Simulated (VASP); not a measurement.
Here is a VASP 6.6.1 calculation.

File INCAR:

```
PREC = Accurate
ENCUT = 400
EDIFF = 1E-6
ISMEAR = 0
SIGMA = 0.1
LREAL = False
LASPH = True
NELM = 120
ALGO = Normal
ISIF = 2
LWAVE = False
LCHARG = False
GGA = PE
NBANDS = 69
GGA_COMPAT = False
```

KPOINTS

```
Automatic mesh
0
Gamma
  4 4 4
  0.5 0.5 0.5
```

POSCAR

```
Ti5Al15H
1.0
   -5.7680202880     -1.9226734293      4.3114047964
   -1.9226734293      5.7680202880     -4.3114047964
    1.9226734293     -5.7680202880     -4.3114047964
Ti Al H
5 15 1
Direct
    0.8003996292      0.2001541981      0.5997432746
    0.3969335553      0.5993024055      0.7971986234
    0.5979114718      0.3984014832      0.1968069253
    0.1987246478      0.7987571995      0.3988982384
    1.0060709065      0.9918198020      0.9957910433
    0.4029558469      0.1045760846      0.3055298680
   -0.0026768977      0.4963889085      0.4957442853
    0.1993562683      0.2964050793      0.8966609431
    0.7969213474      0.7019679678      0.1008375406
    0.6025920899      0.8942272531      0.6940317367
    0.6943798565      0.0436120634      0.1495193365
    0.2968903046      0.4474638509      0.3459423460
    0.5061077379      0.2627408314      0.7461566241
    0.0844543839      0.6205112996      0.9561177475
    0.8988867655      0.8494274814      0.5439398770
    0.4961943539      0.7482154253      0.2477441100
    0.0985371187      0.1497011013      0.4479239254
    0.3218551266      0.9697237506      0.8381256871
    0.8884954012      0.3347788548      0.0498186054
    0.6983519819      0.5505824957      0.6445627824
    0.1499969239      0.8336214548      0.9079379236
```

Potentials or basis: VASP PAW PBE potentials, release 64 (Ti_sv, Al, H).

The run is started by

```sh
$ cat potpaw_PBE.64/Ti_sv/POTCAR potpaw_PBE.64/Al/POTCAR potpaw_PBE.64/H/POTCAR > POTCAR
$ mpirun -np 1 vasp_std > vasp.out
```

Task: What does it give for the band gap on the k mesh?

Result: Zero (bands 53 and 54 overlap by 0.38 eV).

Task: Predict the largest force.

Result: 1.099 eV/Å.

Forces on the atoms (eV/Å):
```
Ti  -0.032 -0.014  0.020
Ti  -0.058 -0.060  0.106
Ti  -0.021 -0.018  0.023
Ti  -0.016 -0.029  0.017
Ti  -0.030 -0.035  0.070
Al  -0.033 -0.037  0.018
Al  -0.038 -0.039 -0.008
Al  -0.027 -0.035  0.069
Al  -0.034 -0.031  0.051
Al  -0.036 -0.019  0.047
Al  -0.004 -0.010  0.027
Al  -0.012  0.002  0.029
Al   0.034 -0.051  0.022
Al  -0.157  0.021  0.117
Al  -0.015  0.022  0.033
Al  -0.010  0.007  0.037
Al  -0.011 -0.006  0.030
Al   0.030 -0.165  0.106
Al  -0.042  0.022  0.006
Al   0.027 -0.020  0.034
H    0.484  0.493 -0.854
```
